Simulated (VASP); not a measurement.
# Sn (I4_1/amd) in VASP: single point with r2SCAN

Aim: the single point of Sn with r2SCAN.

Program: VASP 6.6.1. These are calculated values, not measurements. Logs are shortened: lines on timing, memory, paths and dates and some standing lists are left out, and cuts for length are marked.

**1. The cell of the first run**

The structure is tetragonal, space group I4_1/amd (No. 141). Conventional cell: a = 4.957 Å, b = 4.957 Å, c = 6.751 Å, α = 90.00°, β = 90.00°, γ = 90.00°. Sn (site symmetry -4m2) has 4 Sn at 3.00 Å within 3.9 Å.

**2. Single point, r2SCAN (strain +0.080 along x and y, +0.040 along z)**

Contents of POSCAR:

```
Sn
1.0
    0.0000000000      3.5052480000      3.3754240000
    3.5052480000      0.0000000000      3.3754240000
    3.5052480000      3.5052480000      0.0000000000
Sn
2
Direct
    0.5000000000      0.5000000000      0.5000000000
    0.7500000000      0.7500000000      0.7500000000
```

Contents of INCAR.step1:

```
PREC = Accurate
ENCUT = 520
ISMEAR = 0
SIGMA = 0.15
LREAL = F
LASPH = T
NELM = 100
NBANDS = 21
GGA = PE
ALGO = Normal
EDIFF = 1E-4
LWAVE = T
LCHARG = F
```

Contents of INCAR.step2:

```
PREC = Accurate
ENCUT = 520
EDIFF = 1E-7
ISMEAR = 0
SIGMA = 0.15
LREAL = F
LASPH = T
NELM = 100
ALGO = Normal
ISIF = 2
LWAVE = F
LCHARG = F
METAGGA = R2SCAN
LMIXTAU = T
NBANDS = 21
ISTART = 1
```

Contents of KPOINTS:

```
Automatic mesh
0
Gamma
  12 12 12
```

Potentials or basis: VASP PAW PBE potentials, release 64 (Sn_d).

Started as:

```bash
$ cat potpaw_PBE.64/Sn_d/POTCAR > POTCAR
$ cp INCAR.step1 INCAR
$ mpirun -np 1 vasp_std > vasp.out
$ cp INCAR.step2 INCAR
$ mpirun -np 1 vasp_std > vasp.out
```

OUTCAR:

```text
PREC = Accurate
   ENCUT = 520
   EDIFF = 1E-7
   ISMEAR = 0
   LREAL = F
   LASPH = T
   NELM = 100
   ISIF = 2
   METAGGA = R2SCAN
   ISTART = 1

 ion  position               nearest neighbor table
   1  0.500  0.500  0.500-   2 3.00   2 3.00   2 3.00   2 3.00
   2  0.750  0.750  0.750-   1 3.00   1 3.00   1 3.00   1 3.00

  LATTYP: Found a body centered tetragonal cell.
 ALAT       =     4.9571692611
 C/A-ratio  =     1.3618352823

  Lattice vectors:

 A1 = (   0.0000000000,  -3.5052480000,  -3.3754240000)
 A2 = (   0.0000000000,   3.5052480000,  -3.3754240000)
 A3 = (   3.5052480000,   0.0000000000,   3.3754240000)

Analysis of symmetry for initial positions (statically):
=====================================================================
 Subroutine PRICEL returns:
 Original cell was already a primitive cell.

 Routine SETGRP: Setting up the symmetry group for a
 body centered tetragonal supercell.

 Subroutine GETGRP returns: Found 16 space group operations
 (whereof  8 operations were pure point group operations)
 out of a pool of 16 trial point group operations.

The static configuration has the point symmetry D_2d.
 The point group associated with its full space group is D_4h.

Analysis of symmetry for dynamics (positions and initial velocities):
=====================================================================
 Subroutine PRICEL returns:
 Original cell was already a primitive cell.

 Routine SETGRP: Setting up the symmetry group for a
 body centered tetragonal supercell.

 Subroutine GETGRP returns: Found 16 space group operations
 (whereof  8 operations were pure point group operations)
 out of a pool of 16 trial point group operations.

The dynamic configuration has the point symmetry D_2d.
 The point group associated with its full space group is D_4h.

 Subroutine INISYM returns: Found 16 space group operations
 (whereof  8 operations are pure point group operations),
 and found     1 'primitive' translations

----------------------------------------------------------------------------------------

                                     Primitive cell

[... 74 lines left out ...]
   total plane-waves  NPLWV =  51840
   dimension x,y,z NGX =    36 NGY =   36 NGZ =   40
   dimension x,y,z NGXF=    72 NGYF=   72 NGZF=   80
   ions per type =               2
   NGX,Y,Z   is equivalent  to a cutoff of  12.30, 12.30, 13.41 a.u.
   NGXF,Y,Z  is equivalent  to a cutoff of  24.60, 24.60, 26.83 a.u.
 SYSTEM =  unknown system
   PREC   = accura    normal or accurate (medium, high low for compatibility)
   ISTART =      1    job   : 0-new  1-cont  2-samecut
   ICHARG =      0    charge: 1-file 2-atom 10-const
   ISPIN  =      1    spin polarized calculation?
   LNONCOLLINEAR =      F non collinear calculations
   LSORBIT =      F    spin-orbit coupling
   LASPH  =      T    aspherical Exc in radial PAW
   ENCUT  =  520.0 eV  38.22 Ry    6.18 a.u.   9.05  9.05  9.22*2*pi/ulx,y,z
   NELM   =    100;   NELMIN=  2; NELMDL=  0     # of ELM steps
   EDIFF  = 0.1E-06   stopping-criterion for ELM
   LREAL  =      F    real-space projection
   EDIFFG = 0.1E-05   stopping-criterion for IOM
   NSW    =      0    number of steps for IOM
   IBRION =     -1    ionic relax: 0-MD 1-quasi-New 2-CG
   NFREE  =      0    steps in history (QN), initial steepest desc. (CG)
   ISIF   =      2    stress and relaxation
   ISYM   =      2    0-nonsym 1-usesym 2-fastsym
   POTIM  = 0.5000    time-step for ionic-motion
   TEBEG  =    0.0;   TEEND  =   0.0 temperature during run
   PSTRESS=    0.0 pullay stress
   NELECT =      28.0000    total number of electrons
   NUPDOWN=      -1.0000    fix difference up-down
   EMIN   =  10.00;   EMAX   =-10.00  energy-range for DOS
   EFERMI =   0.00;   METHOD = LEGACY
   ISMEAR =     0;   SIGMA  =   0.15  broadening in eV -4-tet -1-fermi 0-gaus
   EFERMI_NEDOS =   21; number of points for ismear=-14 and -15
   IALGO  =     38    algorithm
   IMIX   =      4    mixing-type and parameters
     AMIX     =   0.40;   BMIX     =  1.00
     AMIX_MAG =   1.60;   BMIX_MAG =  1.00
  volume/ion in A,a.u.               =      41.47       279.87
  Fermi-wavevector in a.u.,A,eV,Ry     =   1.139888  2.154076 17.678661  1.299345
  Thomas-Fermi vector in A             =   2.276591
   LORBIT       =      0    0 simple, 1 ext, 2 COOP (PROOUT), +10 PAW based schemes
   METAGGA = R2SCAN    functional components
   LHFCALC =     F    Hartree Fock is set to
   AEXX    =    0.0000 exact exchange contribution
   IVDW    =     0    specifies the selected vdW correction
   LEPSILON=     F    determine dielectric tensor
   LRPA    =     F    only Hartree local field effects (RPA)
 non-spin polarized calculation
 Gauss-broadening in eV      SIGMA  =   0.15
  energy-cutoff  :      520.00
  volume of cell :       82.95
 maximum number of plane-waves:      2264
   NGX = 19   NGY = 19   NGZ = 19

 number of electron      27.9999995 magnetization

 Free energy of the ion-electron system (eV)
  ---------------------------------------------------
  ext. energy  EPLUGINS =         0.00000000
  ---------------------------------------------------
  free energy    TOTEN  =       -49.28678755 eV

  energy without entropy =      -49.28428481  energy(sigma->0) =      -49.28553618

 E-fermi :   3.6266     XC(G=0):  -8.7096

 val. band max:        3.5559907225   @ k =   0.0833   0.0000   0.0833
 cond. band min:       3.6293417590   @ k =  -0.0833   0.0000   0.0833
 fundamental gap:      0.0733510366
 Fermi energy:         3.6265682530

 k-point     1 :       0.0000    0.0000    0.0000
  band No.  band energies     occupation
      1     -18.4130      2.00000
      2     -18.4059      2.00000
      3     -18.4059      2.00000
      4     -18.3660      2.00000
      5     -18.3650      2.00000
      6     -18.1806      2.00000
[... 565 lines left out ...]
     20      11.5051      0.00000
     21      11.8227      0.00000

 [... further k-points ...]
[... 5 lines left out ...]
  --------------------------------------------------------------------------------------
  -------------------------------------------------------------------------------------
  Total       -2.5900444     -2.5900444     -2.0238941      0.0000000     -0.0000000     -0.0000000
  in kB      -50.0290159    -50.0290159    -39.0933182      0.0000000     -0.0000000     -0.0000000
  external PRESSURE =     -46.3837833 kB  Pullay stress =       0.0000000 kB

 VOLUME and BASIS-vectors are now :
 -----------------------------------------------------------------------------
  energy-cutoff  :      520.00
  volume of cell :       82.95
      direct lattice vectors                 reciprocal lattice vectors
     0.000000000  3.505248000  3.375424000    -0.142643259  0.142643259  0.148129539
     3.505248000  0.000000000  3.375424000     0.142643259 -0.142643259  0.148129539
     3.505248000  3.505248000  0.000000000     0.142643259  0.142643259 -0.148129539

 POSITION                                       TOTAL-FORCE (eV/Angst)
 -----------------------------------------------------------------------------------
      3.50525      3.50525      3.37542         0.000000      0.000000      0.000000
      5.25787      5.25787      5.06314         0.000000      0.000000      0.000000
 -----------------------------------------------------------------------------------
    total drift:                                0.000000      0.000000      0.000000

  FREE ENERGIE OF THE ION-ELECTRON SYSTEM (eV)
  ---------------------------------------------------
  free  energy   TOTEN  =       -49.2867875455 eV

  energy  without entropy=      -49.2842848060  energy(sigma->0) =      -49.28553618
```

OUTCAR.step1:

```text
PREC = Accurate
   ENCUT = 520
   ISMEAR = 0
   LREAL = F
   LASPH = T
[... 799 lines left out ...]
 -----------------------------------------------------------------------------------
      3.50525      3.50525      3.37542        -0.000000     -0.000000      0.000000
      5.25787      5.25787      5.06314         0.000000      0.000000      0.000000
 -----------------------------------------------------------------------------------
    total drift:                                0.000000      0.000000      0.000000

  FREE ENERGIE OF THE ION-ELECTRON SYSTEM (eV)
  ---------------------------------------------------
  free  energy   TOTEN  =        -7.5852302402 eV

  energy  without entropy=       -7.5824027243  energy(sigma->0) =       -7.58381648
```

Wall time 10 min (1 thread of AMD EPYC 9R45 (Zen 5), shared host); peak memory 0.35 GiB.

Results:

| Quantity | Value |
| --- | --- |
| Free energy | -49.2868 eV |
| Pressure | -4.6 GPa |
| Band gap on the k mesh | zero (band 14 reaches 3.66 eV, above the bottom of band 15 at 3.48 eV) |

Stress tensor (GPa, compression positive):
```
-5.00  0.00  0.00
 0.00 -5.00  0.00
 0.00  0.00 -3.91
```

Levels at points of the mesh, in eV from the Fermi level:
```csv
k point,band 12,band 13,band 14,band 15,band 16,band 17
"(0.00, 0.00, 0.00)",-1.63,0.02,0.02,0.24,2.16,2.33
"(0.50, 0.00, 0.00)",-5.90,-1.01,-0.79,-0.15,3.28,3.40
"(0.50, 0.50, 0.00)",-7.12,-2.11,-2.11,1.02,1.02,7.03
"(0.50, 0.00, 0.50)",-7.22,-1.94,-1.94,1.22,1.22,6.93
```

Caveat: the cell differs from its parent crystal (strain +0.080 along x and y, +0.040 along z); the PAW data sets were made with another functional, which shifts forces and pressure a little; spin-orbit coupling is left out, which moves the levels of the heavy elements.
